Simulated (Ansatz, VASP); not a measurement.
# Al in VASP and in Ansatz

File POSCAR:

```
Al
1.0
    0.0000000000      2.0065632807      2.0065632807
    2.0065632807      0.0000000000      2.0065632807
    2.0065632807      2.0065632807      0.0000000000
Al
1
Direct
    0.0000000000      0.0000000000      0.0000000000
```

File INCAR.step1:

```
SYSTEM = Al
  PREC = Accurate
  ENCUT = 520
  EDIFF = 1E-5
  ISMEAR = 0
  SIGMA = 0.05
  LREAL = .FALSE.
  LASPH = .TRUE.
  NELM = 80
  ALGO = Normal
  ISIF = 2
  LWAVE = .TRUE.
  GGA = PE
  NBANDS = 8
```

File INCAR.step2:

```
SYSTEM = Al
  PREC = Accurate
  ENCUT = 520
  EDIFF = 1E-6
  ISMEAR = 0
  SIGMA = 0.05
  LREAL = .FALSE.
  LASPH = .TRUE.
  NELM = 80
  ALGO = Normal
  ISIF = 2
  LWAVE = .FALSE.
  LCHARG = .TRUE.
  GGA = PE
  LHFCALC = .TRUE.
  HFSCREEN = 0.2079
  PRECFOCK = Normal
  LELF = .TRUE.
  LVHAR = .TRUE.
  ISTART = 1
  NBANDS = 8
```

The input KPOINTS:

```
Automatic mesh
0
G
  10 10 10
  0 0 0
```

Input for Ansatz:

```yaml
crystal:
  lattice:
    - [0.0, 2.0065632807, 2.0065632807]
    - [2.0065632807, 0.0, 2.0065632807]
    - [2.0065632807, 2.0065632807, 0.0]
  atoms:
    - { symbol: Al, position: [0.0, 0.0, 0.0] }
basis:
  ecutwfc: 420
  ecutrho_ratio: 4
kpoints:
  mp_grid: { grid: [10, 10, 10] }
hamiltonian:
  xc: hse06
scf:
  occupations: { method: gaussian, width: 0.05 }
output:
  forces: true
  stress: true
  eigenvalues: true
```

Alike in both runs: task single point; functional HSE06; k mesh 10 × 10 × 10; occupations gaussian, width 0.05 eV; no spin polarisation.

```csv
,VASP,Ansatz
version,VASP 6.6.1,Ansatz 0.2.0
potentials or method,"VASP PAW PBE potentials, release 64 (Al), cutoff 520 eV","scalar-relativistic, plane waves, PAW"
valence electrons in the cell,3,3
```

```csv
,VASP,Ansatz,Ansatz less VASP
gap on the k mesh at the Fermi level (eV),none,none,-
pressure (GPa),0.1,0.0,-0.13
```

A gap of «none» marks a metal or a gap that the smearing closes. Ansatz's warnings: filled band counts differ across k points, stress exchange threshold loose, stress scf threshold loose.
